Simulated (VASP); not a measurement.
# CdSe (F-43m) in VASP: further runs

CdSe is run at these levels: PBE, r2SCAN; tasks: single point.

All numbers are computed with VASP 6.6.1; they aren't measurements. Logs are shortened: lines on timing, memory, paths and dates and some standing lists are left out, and cuts for length are marked.

**1. The cell of the first run**

The structure is cubic, space group F-43m (No. 216). Conventional cell: a = 6.136 Å, b = 6.136 Å, c = 6.136 Å, α = 90.00°, β = 90.00°, γ = 90.00°. Cd (site symmetry -43m) has 4 Se at 2.66 Å within 3.5 Å. Within 3.5 Å of Se (site symmetry -43m) lie 4 Cd at 2.66 Å.

**2. Single point, PBE**

INCAR

```
PREC = Accurate ; ENCUT = 520
EDIFF = 1E-7 ; ISMEAR = 0
SIGMA = 0.01 ; LREAL = F
LASPH = T ; NELM = 80
ALGO = Normal ; ISIF = 2
LWAVE = F ; LCHARG = F
GGA = PE ; NBANDS = 16
```

KPOINTS

```
regular mesh
0
Gamma
  4 4 4
```

POSCAR

```
CdSe
1.0
    0.0000000000      3.0677809654      3.0677809654
    3.0677809654      0.0000000000      3.0677809654
    3.0677809654      3.0677809654      0.0000000000
Cd Se
1 1
Direct
    0.0000000000      0.0000000000      0.0000000000
    0.2500000000      0.2500000000      0.2500000000
```

Potentials or basis: VASP PAW PBE potentials, release 64 (Cd, Se).

On the command line:

```console
$ cat potpaw_PBE.64/Cd/POTCAR potpaw_PBE.64/Se/POTCAR > POTCAR
$ mpirun -np 1 vasp_std > vasp.out
```

OUTCAR:

```text
PREC = Accurate
   ENCUT = 520
   EDIFF = 1E-7
   ISMEAR = 0
   LREAL = F
   LASPH = T
   NELM = 80
   ISIF = 2
   GGA = PE

 ion  position               nearest neighbor table
   1  0.000  0.000  0.000-   2 2.66   2 2.66   2 2.66   2 2.66
   2  0.250  0.250  0.250-   1 2.66   1 2.66   1 2.66   1 2.66

  LATTYP: Found a face centered cubic cell.
 ALAT       =     6.1355619308

  Lattice vectors:

 A1 = (   0.0000000000,   3.0677809654,   3.0677809654)
 A2 = (   3.0677809654,   0.0000000000,   3.0677809654)
 A3 = (   3.0677809654,   3.0677809654,   0.0000000000)

Analysis of symmetry for initial positions (statically):
=====================================================================
 Subroutine PRICEL returns:
 Original cell was already a primitive cell.

 Routine SETGRP: Setting up the symmetry group for a
 face centered cubic supercell.

 Subroutine GETGRP returns: Found 24 space group operations
 (whereof 24 operations were pure point group operations)
 out of a pool of 48 trial point group operations.

The static configuration has the point symmetry T_d .

Analysis of symmetry for dynamics (positions and initial velocities):
=====================================================================
 Subroutine PRICEL returns:
 Original cell was already a primitive cell.

 Routine SETGRP: Setting up the symmetry group for a
 face centered cubic supercell.

 Subroutine GETGRP returns: Found 24 space group operations
 (whereof 24 operations were pure point group operations)
 out of a pool of 48 trial point group operations.

The dynamic configuration has the point symmetry T_d .

 Subroutine INISYM returns: Found 24 space group operations
 (whereof 24 operations are pure point group operations),
 and found     1 'primitive' translations

----------------------------------------------------------------------------------------

                                     Primitive cell

  volume of cell :      57.7435

  direct lattice vectors                    reciprocal lattice vectors
     0.000000000  3.067780965  3.067780965    -0.162984257  0.162984257  0.162984257
     3.067780965  0.000000000  3.067780965     0.162984257 -0.162984257  0.162984257
     3.067780965  3.067780965  0.000000000     0.162984257  0.162984257 -0.162984257

  length of vectors
     4.338497448  4.338497448  4.338497448     0.282297013  0.282297013  0.282297013

  position of ions in fractional coordinates (direct lattice)
     0.000000000  0.000000000  0.000000000
     0.250000000  0.250000000  0.250000000

  ion indices of the primitive-cell ions
   primitive index   ion index
                 1           1
                 2           2

----------------------------------------------------------------------------------------

 KPOINTS: regular mesh

Automatic generation of k-mesh.
 Grid dimensions read from file:
 generate k-points for:    4    4    4

 Generating k-lattice:

  Cartesian coordinates                     Fractional coordinates (reciprocal lattice)
    -0.040746064  0.040746064  0.040746064     0.250000000  0.000000000  0.000000000
     0.040746064 -0.040746064  0.040746064     0.000000000  0.250000000  0.000000000
     0.040746064  0.040746064 -0.040746064     0.000000000  0.000000000  0.250000000

  Length of vectors
     0.070574253  0.070574253  0.070574253

  Shift w.r.t. Gamma in fractional coordinates (k-lattice)
     0.000000000  0.000000000  0.000000000

 Subroutine IBZKPT returns following result:
 ===========================================

 Found      8 irreducible k-points:

 Following reciprocal coordinates:
            Coordinates               Weight
  0.000000  0.000000  0.000000      1.000000
  0.250000  0.000000  0.000000      8.000000
  0.500000  0.000000  0.000000      4.000000
  0.250000  0.250000  0.000000      6.000000
  0.500000  0.250000  0.000000     24.000000
 -0.250000  0.250000  0.000000     12.000000
  0.500000  0.500000  0.000000      3.000000
 -0.250000  0.500000  0.250000      6.000000
   k-points           NKPTS =      8   k-points in BZ     NKDIM =      8   number of bands    NBANDS=     16
   number of dos      NEDOS =    301   number of ions     NIONS =      2
   total plane-waves  NPLWV =  32768
   dimension x,y,z NGX =    32 NGY =   32 NGZ =   32
   dimension x,y,z NGXF=    64 NGYF=   64 NGZF=   64
   ions per type =               1   1
   NGX,Y,Z   is equivalent  to a cutoff of  12.26, 12.26, 12.26 a.u.
   NGXF,Y,Z  is equivalent  to a cutoff of  24.52, 24.52, 24.52 a.u.
 SYSTEM =  unknown system
   PREC   = accura    normal or accurate (medium, high low for compatibility)
   ISTART =      0    job   : 0-new  1-cont  2-samecut
   ICHARG =      2    charge: 1-file 2-atom 10-const
   ISPIN  =      1    spin polarized calculation?
   LNONCOLLINEAR =      F non collinear calculations
   LSORBIT =      F    spin-orbit coupling
   LASPH  =      T    aspherical Exc in radial PAW
   ENCUT  =  520.0 eV  38.22 Ry    6.18 a.u.   8.07  8.07  8.07*2*pi/ulx,y,z
   NELM   =     80;   NELMIN=  2; NELMDL= -5     # of ELM steps
   EDIFF  = 0.1E-06   stopping-criterion for ELM
   LREAL  =      F    real-space projection
   EDIFFG = 0.1E-05   stopping-criterion for IOM
   NSW    =      0    number of steps for IOM
   IBRION =     -1    ionic relax: 0-MD 1-quasi-New 2-CG
   NFREE  =      0    steps in history (QN), initial steepest desc. (CG)
   ISIF   =      2    stress and relaxation
   ISYM   =      2    0-nonsym 1-usesym 2-fastsym
   POTIM  = 0.5000    time-step for ionic-motion
   TEBEG  =    0.0;   TEEND  =   0.0 temperature during run
   PSTRESS=    0.0 pullay stress
   NELECT =      18.0000    total number of electrons
   NUPDOWN=      -1.0000    fix difference up-down
   EMIN   =  10.00;   EMAX   =-10.00  energy-range for DOS
   EFERMI =   0.00;   METHOD = LEGACY
   ISMEAR =     0;   SIGMA  =   0.01  broadening in eV -4-tet -1-fermi 0-gaus
   EFERMI_NEDOS =   21; number of points for ismear=-14 and -15
   IALGO  =     38    algorithm
   IMIX   =      4    mixing-type and parameters
     AMIX     =   0.40;   BMIX     =  1.00
     AMIX_MAG =   1.60;   BMIX_MAG =  1.00
  volume/ion in A,a.u.               =      28.87       194.84
  Fermi-wavevector in a.u.,A,eV,Ry     =   1.110021  2.097636 16.764382  1.232147
  Thomas-Fermi vector in A             =   2.246568
   LORBIT       =      0    0 simple, 1 ext, 2 COOP (PROOUT), +10 PAW based schemes
   GGA     = PE    functional components
   LHFCALC =     F    Hartree Fock is set to
   AEXX    =    0.0000 exact exchange contribution
   IVDW    =     0    specifies the selected vdW correction
   LEPSILON=     F    determine dielectric tensor
   LRPA    =     F    only Hartree local field effects (RPA)
 non-spin polarized calculation
 Gauss-broadening in eV      SIGMA  =   0.01
  energy-cutoff  :      520.00
  volume of cell :       57.74
 maximum number of plane-waves:      1588
   NGX = 17   NGY = 17   NGZ = 17

 number of electron      18.0000008 magnetization

 Free energy of the ion-electron system (eV)
  ---------------------------------------------------
  ext. energy  EPLUGINS =         0.00000000
  ---------------------------------------------------
  free energy    TOTEN  =        -5.44180240 eV

  energy without entropy =       -5.44180240  energy(sigma->0) =       -5.44180240

 E-fermi :   0.8129     XC(G=0):  -8.7547

 val. band max:        0.7657569083   @ k =   0.0000   0.0000   0.0000
 cond. band min:       1.3055379931   @ k =   0.0000   0.0000   0.0000
 fundamental gap:      0.5397810848
 Fermi energy:         0.8128900214

 k-point     1 :       0.0000    0.0000    0.0000
  band No.  band energies     occupation
      1     -11.6785      2.00000
      2      -7.1129      2.00000
      3      -7.1129      2.00000
      4      -7.1129      2.00000
      5      -6.7686      2.00000
      6      -6.7686      2.00000
[... 8 lines left out ...]
     15      11.7891      0.00000
     16      11.7891      0.00000

 k-point     2 :       0.2500    0.0000    0.0000
  band No.  band energies     occupation
      1     -11.5043      2.00000
      2      -7.0622      2.00000
      3      -7.0622      2.00000
      4      -6.9103      2.00000
      5      -6.7665      2.00000
      6      -6.7665      2.00000
[... 8 lines left out ...]
     15      10.7979      0.00000
     16      10.8447      0.00000

 k-point     3 :       0.5000    0.0000    0.0000
  band No.  band energies     occupation
      1     -11.3275      2.00000
      2      -7.0258      2.00000
      3      -7.0258      2.00000
      4      -6.7466      2.00000
      5      -6.7466      2.00000
      6      -6.4903      2.00000
[... 8 lines left out ...]
     15      12.8101      0.00000
     16      12.8101      0.00000

 k-point     4 :       0.2500    0.2500    0.0000
  band No.  band energies     occupation
      1     -11.4475      2.00000
      2      -7.0006      2.00000
      3      -7.0006      2.00000
      4      -6.9571      2.00000
      5      -6.7730      2.00000
      6      -6.7416      2.00000
[... 8 lines left out ...]
     15      12.3061      0.00000
     16      13.8387      0.00000

 k-point     5 :       0.5000    0.2500    0.0000
  band No.  band energies     occupation
      1     -11.2736      2.00000
      2      -6.9828      2.00000
      3      -6.9463      2.00000
      4      -6.8262      2.00000
      5      -6.7367      2.00000
      6      -6.4574      2.00000
[... 8 lines left out ...]
     15      13.0426      0.00000
     16      13.7020      0.00000

 k-point     6 :      -0.2500    0.2500    0.0000
  band No.  band energies     occupation
      1     -11.3307      2.00000
      2      -7.0010      2.00000
      3      -6.9972      2.00000
      4      -6.7799      2.00000
      5      -6.7768      2.00000
      6      -6.5680      2.00000
[... 8 lines left out ...]
     15      11.9195      0.00000
     16      13.7258      0.00000

 k-point     7 :       0.5000    0.5000    0.0000
  band No.  band energies     occupation
      1     -11.2171      2.00000
      2      -6.9323      2.00000
      3      -6.8718      2.00000
      4      -6.8718      2.00000
      5      -6.7144      2.00000
      6      -6.4279      2.00000
[... 8 lines left out ...]
     15      13.1101      0.00000
     16      14.0107      0.00000

 k-point     8 :      -0.2500    0.5000    0.2500
  band No.  band energies     occupation
      1     -11.2179      2.00000
      2      -6.9390      2.00000
      3      -6.9360      2.00000
      4      -6.7996      2.00000
      5      -6.7634      2.00000
      6      -6.3139      2.00000
[... 8 lines left out ...]
     15      13.3250      0.00000
     16      13.7123      0.00000

------------------------ aborting loop because EDIFF is reached ----------------------------------------

  FORCE on cell =-STRESS in cart. coord.  units (eV):
  Direction    XX          YY          ZZ          XY          YZ          ZX
  --------------------------------------------------------------------------------------
  -------------------------------------------------------------------------------------
  Total        0.6766896      0.6766896      0.6766896      0.0000000      0.0000000     -0.0000000
  in kB       18.7757401     18.7757401     18.7757401      0.0000000      0.0000000     -0.0000000
  external PRESSURE =      18.7757401 kB  Pullay stress =       0.0000000 kB

 VOLUME and BASIS-vectors are now :
 -----------------------------------------------------------------------------
  energy-cutoff  :      520.00
  volume of cell :       57.74
      direct lattice vectors                 reciprocal lattice vectors
     0.000000000  3.067780965  3.067780965    -0.162984257  0.162984257  0.162984257
     3.067780965  0.000000000  3.067780965     0.162984257 -0.162984257  0.162984257
     3.067780965  3.067780965  0.000000000     0.162984257  0.162984257 -0.162984257

 POSITION                                       TOTAL-FORCE (eV/Angst)
 -----------------------------------------------------------------------------------
      0.00000      0.00000      0.00000         0.000000      0.000000      0.000000
      1.53389      1.53389      1.53389        -0.000000     -0.000000     -0.000000
 -----------------------------------------------------------------------------------
    total drift:                               -0.000000     -0.000000     -0.000000

  FREE ENERGIE OF THE ION-ELECTRON SYSTEM (eV)
  ---------------------------------------------------
  free  energy   TOTEN  =        -5.4418023963 eV

  energy  without entropy=       -5.4418023963  energy(sigma->0) =       -5.44180240
```

It took 12 s on 1 thread of AMD EPYC 7R43 (Zen 3), shared host; peak memory 0.14 GiB.

Results:

```yaml
Free_energy: -5.4418 eV
Pressure: 1.9 GPa
Band_gap_on_the_k_mesh: 0.54 eV, direct
```

Caveat: the k points lie up to 0.44 Å⁻¹ apart.

**3. Single point, PBE**

INCAR

```
PREC     = Accurate       # precision mode
ENCUT    = 520            # plane-wave cutoff, eV
EDIFF    = 1E-7           # SCF threshold, eV
ISMEAR   = -1             # smearing method
SIGMA    = 0.02           # smearing width, eV
LREAL    = F              # projectors in reciprocal space
LASPH    = T              # aspherical terms in the spheres
NELM     = 100            # most SCF steps
ALGO     = Normal         # electronic algorithm
ISIF     = 2              # what is computed and relaxed
LWAVE    = F              # write WAVECAR
LCHARG   = F              # write CHGCAR
GGA      = PE             # functional
NBANDS   = 16             # bands
```

KPOINTS

```
regular mesh
0
Gamma
  8 8 8
```

POSCAR is that of step 2.

Potentials or basis: VASP PAW PBE potentials, release 64 (Cd, Se).

On the command line:

```console
$ cat potpaw_PBE.64/Cd/POTCAR potpaw_PBE.64/Se/POTCAR > POTCAR
$ mpirun -np 1 vasp_std > vasp.out
```

Wall time 26 s (1 thread of AMD EPYC 7R43 (Zen 3), shared host); peak memory 0.15 GiB.

It converged, with:

| Property | Result |
| --- | --- |
| Free energy | -5.4890 eV |
| Pressure | 1.7 GPa |
| Band gap on the k mesh | 0.55 eV, direct |

Levels at points of the mesh, in eV from the valence-band top:
```tsv
k point	band 6	band 7	band 8	band 9	band 10	band 11	band 12	band 13
(0.00, 0.00, 0.00)	-7.50	0.00	0.00	0.00	0.55	5.93	5.93	5.93
(0.50, 0.00, 0.00)	-7.23	-4.24	-0.71	-0.71	2.36	6.44	6.44	7.35
(0.50, 0.50, 0.00)	-7.17	-3.96	-1.77	-1.77	3.19	3.73	8.99	10.06
```

A hybrid or GW would open this gap; PBE tends to underestimate it.

(Continued in part 2 of 2.)
